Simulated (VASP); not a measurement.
Write the native input for VASP 6.6.1 that does the following.

```
Task                   : single point
Functional             : revPBE
Dispersion             : D4
Potentials or basis    : VASP PAW PBE potentials, release 64 (N, B)
Cutoff                 : 520 eV
k mesh                 : 12 × 12 × 6
Occupations            : fermi-dirac, width 0.05 eV
Spin                   : no spin polarisation
Dipole correction      : no
Further INCAR settings : ALGO = Normal; EDIFF = 1e-06; NBANDS = 16
```

The structure of BN lies in POSCAR:

```
BN
1.0
    2.5334073295      0.0000000000      0.0000000000
   -1.2667036648      2.1939951055      0.0000000000
    0.0000000000      0.0000000000      4.1902631240
N B
2 2
Direct
    0.3333333333      0.6666666667      0.1253080367
    0.6666666667      0.3333333333      0.6253080367
    0.3333333333      0.6666666667      0.4996919633
    0.6666666667      0.3333333333      0.9996919633
```

One way to write it, as run:

INCAR

```
SYSTEM = BN
  PREC = Accurate
  ENCUT = 520
  EDIFF = 1E-6
  ISMEAR = -1
  SIGMA = 0.05
  LREAL = .FALSE.
  LASPH = .TRUE.
  NELM = 80
  ALGO = Normal
  ISIF = 2
  LWAVE = .FALSE.
  LCHARG = .FALSE.
  GGA = RE
  IVDW = 13
  NBANDS = 16
```

KPOINTS

```
regular mesh
0
G
  12 12 6
  0 0 0
```

Potentials or basis: VASP PAW PBE potentials, release 64 (N, B).

Command:

```sh
$ cat potpaw_PBE.64/N/POTCAR potpaw_PBE.64/B/POTCAR > POTCAR
$ mpirun -np 1 vasp_std > vasp.out
```

It gave:

```yaml
Pressure: 0.3 GPa
Band_gap_on_the_k_mesh: 5.20 eV, indirect (least direct gap 8.39 eV)
Dispersion_energy_per_atom: -0.558 eV
```

Caveat: the PAW data sets were made with another functional, which shifts forces and pressure a little.

Wall time 48 s on 1 thread of Intel(R) Xeon(R) Platinum 8488C (Sapphire Rapids) (shared host), peak memory 0.14 GiB.
